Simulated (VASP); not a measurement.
Set up this calculation in VASP 6.6.1, as the native input.

```
Task                   : single point
Functional             : PBEsol
Potentials or basis    : VASP PAW PBE potentials, release 64 (Mg, O)
Cutoff                 : 520 eV
k mesh                 : 10 × 10 × 10
Occupations            : gaussian, width 0.05 eV
Spin                   : no spin polarisation
Dipole correction      : no
Further INCAR settings : ALGO = Normal; EDIFF = 1e-06; NBANDS = 11
```

The structure of MgO lies in POSCAR:

```
MgO
1.0
    0.0000000000      2.1071057202      2.1387123060
    2.1071057202      0.0000000000      2.1387123060
    2.1071057202      2.1071057202      0.0000000000
Mg O
1 1
Direct
    0.0000000000      0.0000000000      0.0000000000
    0.5000000000      0.5000000000      0.5000000000
```

This cell differs from its parent crystal: strain +0.0150 x Voigt [0, 0, 1, 0, 0, 0].

The input as run:

INCAR

```
SYSTEM = MgO
PREC     = Accurate       ! precision mode
ENCUT    = 520            ! plane-wave cutoff, eV
EDIFF    = 1E-6           ! SCF threshold, eV
ISMEAR   = 0              ! smearing method
SIGMA    = 0.05           ! smearing width, eV
LREAL    = .False.        ! projectors in reciprocal space
LASPH    = .True.         ! aspherical terms in the spheres
NELM     = 60             ! most SCF steps
ALGO     = Normal         ! electronic algorithm
ISIF     = 2              ! what is computed and relaxed
LWAVE    = .False.        ! write WAVECAR
LCHARG   = .False.        ! write CHGCAR
GGA      = PS             ! functional
NBANDS   = 11             ! bands
```

KPOINTS

```
regular mesh
0
Gamma
  10 10 10
  0 0 0
```

Potentials or basis: VASP PAW PBE potentials, release 64 (Mg, O).

The run is started by

```bash
$ cat potpaw_PBE.64/Mg/POTCAR potpaw_PBE.64/O/POTCAR > POTCAR
$ mpirun -np 1 vasp_std > vasp.out
```

It gave:

```yaml
Pressure: -2.7 GPa
Band_gap_on_the_k_mesh: 4.45 eV, direct
```

Caveat: the cell differs from its parent crystal (strain +0.0150 x Voigt [0, 0, 1, 0, 0, 0]); the PAW data sets were made with another functional, which shifts forces and pressure a little.

It used 20 s of CPU time on 1 thread of AMD EPYC 7R13 Processor (Zen 3) (shared host).
